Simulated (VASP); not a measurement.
Input of a VASP 6.6.1 run:

Contents of INCAR:

```
SYSTEM = Si
PREC = Accurate
ENCUT = 500
EDIFF = 1E-6
ISMEAR = 0
SIGMA = 0.02
LREAL = .FALSE.
LASPH = .TRUE.
NELM = 120
ALGO = Normal
ISIF = 2
LWAVE = .FALSE.
LCHARG = .FALSE.
GGA = PE
NBANDS = 11
GGA_COMPAT = .FALSE.
```

Contents of KPOINTS:

```
Automatic mesh
0
G
  6 6 6
  0 0 0
```

Contents of POSCAR:

```
Si
1.0
    0.0000000000      2.7135600000      2.7135600000
    2.7135600000      0.0000000000      2.7135600000
    2.7135600000      2.7135600000      0.0000000000
Si
2
Direct
    0.7500000000      0.7500000000      0.7500000000
    0.5000000000      0.5000000000      0.5000000000
```

Potentials or basis: VASP PAW PBE potentials, release 64 (Si).

Command:

```sh
$ cat potpaw_PBE.64/Si/POTCAR > POTCAR
$ mpirun -np 1 vasp_std > vasp.out
```

Problem. What does it give for the pressure?

Solution. 2.2 GPa.

Problem. What does it give for the band gap on the k mesh?

Solution. 0.70 eV, indirect (least direct gap 2.56 eV).

A k mesh can miss the band edges.
